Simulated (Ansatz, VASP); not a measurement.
## Ta: VASP beside Ansatz

File INCAR:

```
  AGGAC = 1.0
  AGGAX = 1.0
  ALDAC = 0.0
  ALDAX = 1.0
  ALGO = Normal
  EDIFF = 1E-6
  ENCUT = 500
  GGA = B5
  GGA_COMPAT = F
  ISIF = 2
  ISMEAR = -1
  LASPH = T
  LCHARG = T
  LMAXMIX = 4
  LNONCOLLINEAR = T
  LORBIT = 11
  LORBMOM = T
  LREAL = F
  LSORBIT = T
  LVHAR = T
  LWAVE = F
  MAGMOM = 0 0 0
  NBANDS = 24
  NELM = 200
  PREC = Accurate
  SIGMA = 0.1
```

KPOINTS

```
k-points
0
Gamma
  11 11 11
```

Contents of POSCAR:

```
Ta
1.0
   -1.6512800000      1.6512800000      1.6512800000
    1.6512800000     -1.6512800000      1.6512800000
    1.6512800000      1.6512800000     -1.6512800000
Ta
1
Direct
    0.0000000000      0.0000000000      0.0000000000
```

Contents of input.yaml:

```yaml
crystal:
  lattice: { a: 3.30256, b: 3.30256, c: 3.30256, alpha: 90.0, beta: 90.0, gamma: 90.0 }
  space_group: 229
  reduce_to_primitive: true
  atoms:
    - { symbol: Ta, wyckoff: "2a", position: [0.0, 0.0, 0.0] }
hamiltonian:
  xc: blyp
  pseudopotentials: { kind: nc_fr, accuracy: standard }
magnetization:
  noncollinear: true
  spin_orbit: true
kpoints:
  mp_grid: { grid: [11, 11, 11] }
scf:
  occupations: { method: fermi_dirac, width: 0.1 }
  n_extra_bands: 6
output:
  forces: true
  stress: true
  eigenvalues: true
  dos: { projected: true, de: 0.05, nscf_kmesh: { grid: [17, 17, 17] } }
```

Alike in both runs: functional BLYP; k mesh 11 × 11 × 11; occupations fermi-dirac, width 0.1 eV; non-collinear spin, spin-orbit coupling.

```csv
,VASP,Ansatz
version,VASP 6.6.1,Ansatz 0.2.0
potentials or method,"VASP PAW PBE potentials, release 64 (Ta_sv_GW)",PseudoDojo standard (PBE files)
plane-wave cutoff (eV),500,789
valence electrons in the cell,13,13
task,single point,projected density of states
```

|  | VASP | Ansatz | Ansatz less VASP |
| --- | --- | --- | --- |
| pressure (GPa) | 8.6 | 9.1 | +0.51 |

VASP's potentials were made for PBE, not for BLYP.

Noted on Ansatz's run: the potentials were made for another functional, which shifts forces and pressure.
